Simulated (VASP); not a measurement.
# NdCdC (P-6m2) in VASP: notebook

NdCdC is run at these levels: PBE; tasks: single point.

Program: VASP 6.6.1. These are calculated values, not measurements. Logs are shortened: lines on timing, memory, paths and dates and some standing lists are left out, and cuts for length are marked.

### 1 The cell of the first run

The structure is hexagonal, space group P-6m2 (No. 187). The conventional cell has a = 3.967 Å, b = 3.967 Å, c = 4.189 Å, α = 90.00°, β = 90.00°, γ = 120.00°. Within 4.2 Å of Nd (site symmetry -6m2) lie 6 Cd at 3.10 Å and 6 C at 3.10 Å and 8 Nd at 3.97 to 4.19 Å. Within 3.2 Å of Cd (site symmetry -6m2) lie 3 C at 2.29 Å and 6 Nd at 3.10 Å. C (site symmetry -6m2) has 3 Cd at 2.29 Å and 6 Nd at 3.10 Å within 3.2 Å.

The cell was built from a structure type or drawn by symmetry, and may not be a known phase.

### 2 Single point, PBE

INCAR

```
  PREC = Accurate
  ENCUT = 600
  EDIFF = 1E-6
  ISMEAR = 0
  SIGMA = 0.1
  LREAL = False
  LASPH = True
  NELM = 200
  ALGO = Normal
  ISIF = 2
  LWAVE = False
  LCHARG = True
  GGA = PE
  LELF = True
  LVHAR = True
  NBANDS = 20
  GGA_COMPAT = False
  LMAXMIX = 6
```

KPOINTS

```
regular mesh
0
Gamma
  6 6 4
```

POSCAR

```
NdCdC
1.0
    3.9672196591      0.0000000027      0.0000000000
   -1.9836098319      3.4357130058      0.0000000000
    0.0000000000      0.0000000000      4.1894694046
Nd Cd C
1 1 1
Direct
    0.0000000000      0.0000000000      0.0000000000
    0.6666666667      0.3333333333      0.5000000000
    0.3333333333      0.6666666667      0.5000000000
```

Potentials or basis: VASP PAW PBE potentials, release 64 (Nd_3, Cd, C), 4f in core.

Started as:

```bash
> cat potpaw_PBE.64/Nd_3/POTCAR potpaw_PBE.64/Cd/POTCAR potpaw_PBE.64/C/POTCAR > POTCAR
> mpirun -np 1 vasp_std > vasp.out
```

OUTCAR:

```text
PREC = Accurate
   ENCUT = 600
   EDIFF = 1E-6
   ISMEAR = 0
   LREAL = False
   LASPH = True
   NELM = 200
   ISIF = 2
   GGA = PE

 ion  position               nearest neighbor table
   1  0.000  0.000  0.000-   2 3.10   2 3.10   2 3.10   2 3.10   2 3.10   2 3.10
   2  0.667  0.333  0.500-   3 2.29   3 2.29   3 2.29   1 3.10   1 3.10   1 3.10   1 3.10   1 3.10
                             1 3.10
   3  0.333  0.667  0.500-   2 2.29   2 2.29   2 2.29

  LATTYP: Found a hexagonal cell.
 ALAT       =     3.9672196591
 C/A-ratio  =     1.0560215377

  Lattice vectors:

 A1 = (   3.9672196591,   0.0000000027,   0.0000000000)
 A2 = (  -1.9836098319,   3.4357130058,   0.0000000000)
 A3 = (   0.0000000000,   0.0000000000,   4.1894694046)

Analysis of symmetry for initial positions (statically):
=====================================================================
 Subroutine PRICEL returns:
 Original cell was already a primitive cell.

 Routine SETGRP: Setting up the symmetry group for a
 hexagonal supercell.

 Subroutine GETGRP returns: Found 12 space group operations
 (whereof 12 operations were pure point group operations)
 out of a pool of 24 trial point group operations.

The static configuration has the point symmetry D_3h.

Analysis of symmetry for dynamics (positions and initial velocities):
=====================================================================
 Subroutine PRICEL returns:
 Original cell was already a primitive cell.

 Routine SETGRP: Setting up the symmetry group for a
 hexagonal supercell.

 Subroutine GETGRP returns: Found 12 space group operations
 (whereof 12 operations were pure point group operations)
 out of a pool of 24 trial point group operations.

The dynamic configuration has the point symmetry D_3h.

 Subroutine INISYM returns: Found 12 space group operations
 (whereof 12 operations are pure point group operations),
 and found     1 'primitive' translations

----------------------------------------------------------------------------------------

                                     Primitive cell

  volume of cell :      57.1034

  direct lattice vectors                    reciprocal lattice vectors
     3.967219659  0.000000003  0.000000000     0.252065700  0.145530200  0.000000000
    -1.983609832  3.435713006  0.000000000    -0.000000000  0.291060399  0.000000000
     0.000000000  0.000000000  4.189469405     0.000000000  0.000000000  0.238693711

  length of vectors
     3.967219659  3.967219659  4.189469405     0.291060399  0.291060399  0.238693711

  position of ions in fractional coordinates (direct lattice)
     0.000000000  0.000000000  0.000000000
     0.666666667  0.333333333  0.500000000
     0.333333333  0.666666667  0.500000000

  ion indices of the primitive-cell ions
   primitive index   ion index
                 1           1
                 2           2
                 3           3

----------------------------------------------------------------------------------------

 KPOINTS: regular mesh

Automatic generation of k-mesh.
 Grid dimensions read from file:
 generate k-points for:    6    6    4

 Generating k-lattice:

  Cartesian coordinates                     Fractional coordinates (reciprocal lattice)
     0.042010950  0.024255033  0.000000000     0.166666667  0.000000000  0.000000000
    -0.000000000  0.048510067  0.000000000     0.000000000  0.166666667  0.000000000
     0.000000000  0.000000000  0.059673428     0.000000000  0.000000000  0.250000000

  Length of vectors
     0.048510067  0.048510067  0.059673428

  Shift w.r.t. Gamma in fractional coordinates (k-lattice)
     0.000000000  0.000000000  0.000000000

 Subroutine IBZKPT returns following result:
 ===========================================

 Found     21 irreducible k-points:

 Following reciprocal coordinates:
            Coordinates               Weight
  0.000000  0.000000  0.000000      1.000000
  0.166667 -0.000000  0.000000      6.000000
  0.333333 -0.000000  0.000000      6.000000
  0.500000  0.000000  0.000000      3.000000
  0.166667  0.166667  0.000000      6.000000
  0.333333  0.166667  0.000000     12.000000
[... 13 lines left out ...]
  0.333333  0.166667  0.500000     12.000000
  0.333333  0.333333  0.500000      2.000000
   k-points           NKPTS =     21   k-points in BZ     NKDIM =     21   number of bands    NBANDS=     20
   number of dos      NEDOS =    301   number of ions     NIONS =      3
   total plane-waves  NPLWV =  36864
   dimension x,y,z NGX =    32 NGY =   32 NGZ =   36
   dimension x,y,z NGXF=    64 NGYF=   64 NGZF=   72
   ions per type =               1   1   1
   NGX,Y,Z   is equivalent  to a cutoff of  13.41, 13.41, 14.29 a.u.
   NGXF,Y,Z  is equivalent  to a cutoff of  26.82, 26.82, 28.57 a.u.
 SYSTEM =  unknown system
   PREC   = accura    normal or accurate (medium, high low for compatibility)
   ISTART =      0    job   : 0-new  1-cont  2-samecut
   ICHARG =      2    charge: 1-file 2-atom 10-const
   ISPIN  =      1    spin polarized calculation?
   LNONCOLLINEAR =      F non collinear calculations
   LSORBIT =      F    spin-orbit coupling
   LASPH  =      T    aspherical Exc in radial PAW
   ENCUT  =  600.0 eV  44.10 Ry    6.64 a.u.   7.92  7.92  8.37*2*pi/ulx,y,z
   NELM   =    200;   NELMIN=  2; NELMDL= -5     # of ELM steps
   EDIFF  = 0.1E-05   stopping-criterion for ELM
   LREAL  =      F    real-space projection
   EDIFFG = 0.1E-04   stopping-criterion for IOM
   NSW    =      0    number of steps for IOM
   IBRION =     -1    ionic relax: 0-MD 1-quasi-New 2-CG
   NFREE  =      0    steps in history (QN), initial steepest desc. (CG)
   ISIF   =      2    stress and relaxation
   ISYM   =      2    0-nonsym 1-usesym 2-fastsym
   POTIM  = 0.5000    time-step for ionic-motion
   TEBEG  =    0.0;   TEEND  =   0.0 temperature during run
   PSTRESS=    0.0 pullay stress
   NELECT =      27.0000    total number of electrons
   NUPDOWN=      -1.0000    fix difference up-down
   EMIN   =  10.00;   EMAX   =-10.00  energy-range for DOS
   EFERMI =   0.00;   METHOD = LEGACY
   ISMEAR =     0;   SIGMA  =   0.10  broadening in eV -4-tet -1-fermi 0-gaus
   EFERMI_NEDOS =   21; number of points for ismear=-14 and -15
   IALGO  =     38    algorithm
   IMIX   =      4    mixing-type and parameters
     AMIX     =   0.40;   BMIX     =  1.00
     AMIX_MAG =   1.60;   BMIX_MAG =  1.00
  volume/ion in A,a.u.               =      19.03       128.45
  Fermi-wavevector in a.u.,A,eV,Ry     =   1.275387  2.410132 22.131405  1.626612
  Thomas-Fermi vector in A             =   2.408102
   LORBIT       =      0    0 simple, 1 ext, 2 COOP (PROOUT), +10 PAW based schemes
   GGA     = PE    functional components
   LHFCALC =     F    Hartree Fock is set to
   AEXX    =    0.0000 exact exchange contribution
   IVDW    =     0    specifies the selected vdW correction
   LEPSILON=     F    determine dielectric tensor
   LRPA    =     F    only Hartree local field effects (RPA)
 non-spin polarized calculation
 Gauss-broadening in eV      SIGMA  =   0.10
  energy-cutoff  :      600.00
  volume of cell :       57.10
 maximum number of plane-waves:      1926
 NGX is ok and might be reduce to    32
   NGX = 15   NGY = 15   NGZ = 17

 number of electron      27.0000002 magnetization

 Free energy of the ion-electron system (eV)
  ---------------------------------------------------
  ext. energy  EPLUGINS =         0.00000000
  ---------------------------------------------------
  free energy    TOTEN  =       -13.10278345 eV

  energy without entropy =      -13.08624845  energy(sigma->0) =      -13.09451595

 E-fermi :   3.9938     XC(G=0): -10.9798

 val. band max:        3.9800958879   @ k =   0.3333  -0.0000   0.0000
 cond. band min:       4.0009948151   @ k =   0.3333   0.3333   0.2500
 fundamental gap:      0.0208989272
 Fermi energy:         3.9938190723

 k-point     1 :       0.0000    0.0000    0.0000
  band No.  band energies     occupation
      1     -33.8787      2.00000
      2     -15.0918      2.00000
      3     -14.8004      2.00000
      4     -14.8004      2.00000
      5      -7.1117      2.00000
      6      -5.0174      2.00000
[... 12 lines left out ...]
     19       7.5924      0.00000
     20      11.3698      0.00000

 k-point     2 :       0.1667   -0.0000    0.0000
  band No.  band energies     occupation
      1     -33.8706      2.00000
      2     -15.0802      2.00000
      3     -14.9216      2.00000
      4     -14.8246      2.00000
      5      -6.8968      2.00000
      6      -5.0277      2.00000
[... 12 lines left out ...]
     19       7.8043      0.00000
     20      11.0800      0.00000

 k-point     3 :       0.3333   -0.0000    0.0000
  band No.  band energies     occupation
      1     -33.8542      2.00000
      2     -15.1503      2.00000
      3     -15.0565      2.00000
      4     -14.8722      2.00000
      5      -6.5488      2.00000
      6      -4.9061      2.00000
[... 12 lines left out ...]
     19       7.8146      0.00000
     20      11.2079      0.00000

 k-point     4 :       0.5000    0.0000    0.0000
  band No.  band energies     occupation
      1     -33.8460      2.00000
      2     -15.2587      2.00000
      3     -15.0445      2.00000
      4     -14.8957      2.00000
      5      -6.4422      2.00000
      6      -4.7763      2.00000
[... 12 lines left out ...]
     19       8.4996      0.00000
     20      10.6508      0.00000

 k-point     5 :       0.1667    0.1667    0.0000
  band No.  band energies     occupation
      1     -33.8583      2.00000
      2     -15.0722      2.00000
      3     -15.0625      2.00000
      4     -14.8842      2.00000
      5      -6.6179      2.00000
      6      -5.0086      2.00000
[... 12 lines left out ...]
     19       8.3686      0.00000
     20      11.1832      0.00000
[... 284 lines left out ...]
      6      -4.8421      2.00000
[... 12 lines left out ...]
     19      10.3893      0.00000
     20      10.6746      0.00000

 k-point    19 :       0.1667    0.1667    0.5000
  band No.  band energies     occupation
      1     -33.8495      2.00000
      2     -15.2869      2.00000
      3     -15.0273      2.00000
      4     -14.8710      2.00000
      5      -6.5463      2.00000
      6      -4.9140      2.00000
[... 12 lines left out ...]
     19       9.8886      0.00000
     20       9.9252      0.00000

 k-point    20 :       0.3333    0.1667    0.5000
  band No.  band energies     occupation
      1     -33.8380      2.00000
      2     -15.2355      2.00000
      3     -15.1466      2.00000
      4     -14.9439      2.00000
      5      -6.5011      2.00000
      6      -4.8084      2.00000
[... 12 lines left out ...]
     19      10.2225      0.00000
     20      10.9512      0.00000

 k-point    21 :       0.3333    0.3333    0.5000
  band No.  band energies     occupation
      1     -33.8342      2.00000
      2     -15.2191      2.00000
      3     -15.0846      2.00000
      4     -15.0726      2.00000
      5      -6.4364      2.00000
      6      -4.7611      2.00000
[... 12 lines left out ...]
     19       9.8415      0.00000
     20      10.9123      0.00000

------------------------ aborting loop because EDIFF is reached ----------------------------------------

  FORCE on cell =-STRESS in cart. coord.  units (eV):
  Direction    XX          YY          ZZ          XY          YZ          ZX
  --------------------------------------------------------------------------------------
  -------------------------------------------------------------------------------------
  Total        0.2170466      0.2170466      0.1921494     -0.0000000      0.0000000      0.0000000
  in kB        6.0897776      6.0897776      5.3912255     -0.0000000      0.0000000      0.0000000
  external PRESSURE =       5.8569269 kB  Pullay stress =       0.0000000 kB

 VOLUME and BASIS-vectors are now :
 -----------------------------------------------------------------------------
  energy-cutoff  :      600.00
  volume of cell :       57.10
      direct lattice vectors                 reciprocal lattice vectors
     3.967219659  0.000000003  0.000000000     0.252065700  0.145530200  0.000000000
    -1.983609832  3.435713006  0.000000000    -0.000000000  0.291060399  0.000000000
     0.000000000  0.000000000  4.189469405     0.000000000  0.000000000  0.238693711

 POSITION                                       TOTAL-FORCE (eV/Angst)
 -----------------------------------------------------------------------------------
      0.00000      0.00000      0.00000        -0.000000      0.000000      0.000000
      1.98361      1.14524      2.09473        -0.000000     -0.000000      0.000000
     -0.00000      2.29048      2.09473         0.000000      0.000000      0.000000
 -----------------------------------------------------------------------------------
    total drift:                               -0.000000      0.000000      0.000000

  FREE ENERGIE OF THE ION-ELECTRON SYSTEM (eV)
  ---------------------------------------------------
  free  energy   TOTEN  =       -13.1027834525 eV

  energy  without entropy=      -13.0862484462  energy(sigma->0) =      -13.09451595
```

Run time: 25 s. Hardware: 1 thread of AMD EPYC 7R13 (Zen 3), shared host; peak memory 0.18 GiB.

Results:

| Item | Value |
| --- | --- |
| Free energy | -13.1028 eV |
| Pressure | 0.6 GPa |
| Band gap on the k mesh | zero (an odd number of electrons rules out a gap without spin polarisation) |

Levels at points of the mesh, in eV from the Fermi level:
| k point | band 11 | band 12 | band 13 | band 14 | band 15 | band 16 | band 17 | band 18 |
| --- | --- | --- | --- | --- | --- | --- | --- | --- |
| (0.00, 0.00, 0.00) | -0.89 | -0.74 | -0.74 | -0.41 | 0.03 | 3.14 | 3.14 | 3.60 |
| (0.50, 0.00, 0.00) | -5.12 | -1.42 | -1.37 | -0.27 | 2.79 | 3.29 | 3.36 | 4.19 |
| (0.00, 0.00, 0.50) | -4.02 | 0.17 | 0.17 | 1.89 | 1.98 | 2.02 | 2.02 | 2.26 |
| (0.50, 0.00, 0.50) | -4.43 | -2.39 | -1.85 | -0.34 | 2.30 | 4.21 | 4.80 | 4.95 |

Caveat: the k points lie up to 0.37 Å⁻¹ apart, too coarse for converged energies and pressures of a metal; spin-orbit coupling is left out, which moves the levels of the heavy elements; the 4f electrons are frozen in the core, so they carry no moment and show no levels.

### 3 Single point, PBE

This run uses another cell than the first one, of 22.30 Å³/atom.

INCAR

```
  ALGO = Normal
  EDIFF = 1E-6
  ENCUT = 600
  GGA = PE
  GGA_COMPAT = F
  ISIF = 2
  ISMEAR = 0
  LASPH = T
  LCHARG = F
  LMAXMIX = 6
  LREAL = F
  LWAVE = F
  NBANDS = 20
  NELM = 200
  PREC = Accurate
  SIGMA = 0.1
```

KPOINTS

```
k-points
0
Gamma
  6 6 4
```

POSCAR

```
NdCdC
1.0
    4.2530733100      0.0000000000      0.0000000000
   -2.1265366600      3.6832695300      0.0000000000
    0.0000000000      0.0000000000      4.2715171300
Nd Cd C
1 1 1
Direct
    0.0000000000      0.0000000000      0.0000000000
    0.6666666700      0.3333333300      0.5000000000
    0.3333333300      0.6666666700      0.5000000000
```

Potentials or basis: VASP PAW PBE potentials, release 64 (Nd_3, Cd, C), 4f in core.

Started as:

```bash
> cat potpaw_PBE.64/Nd_3/POTCAR potpaw_PBE.64/Cd/POTCAR potpaw_PBE.64/C/POTCAR > POTCAR
> mpirun -np 1 vasp_std > vasp.out
```

It took 30 s on 1 thread of AMD EPYC 7R13 (Zen 3), shared host; peak memory 0.2 GiB.

Results (log left out):

```yaml
Free_energy: -12.7125 eV
Pressure: -10.0 GPa
Band_gap_on_the_k_mesh: zero (an odd number of electrons rules out a gap without spin polarisation)
```

Stress tensor (GPa, compression positive):
```
-11.99   0.00   0.00
  0.00 -11.99   0.00
  0.00   0.00  -6.12
```

Levels at points of the mesh, in eV from the Fermi level:
```csv
k point,band 12,band 13,band 14,band 15,band 16,band 17
"(0.00, 0.00, 0.00)",-0.87,-0.87,-0.55,0.02,2.73,2.73
"(0.50, 0.00, 0.00)",-1.24,-0.97,-0.34,2.58,2.58,2.86
"(0.00, 0.00, 0.50)",-0.09,-0.09,0.73,1.76,1.76,1.77
"(0.50, 0.00, 0.50)",-2.09,-1.57,-0.50,1.59,3.78,3.84
```

Caveat: the k points lie up to 0.37 Å⁻¹ apart, too coarse for converged energies and pressures of a metal; spin-orbit coupling is left out, which moves the levels of the heavy elements; the 4f electrons are frozen in the core, so they carry no moment and show no levels. Spin polarisation is off, so any magnetic state and its effect on volume and gap are missing.
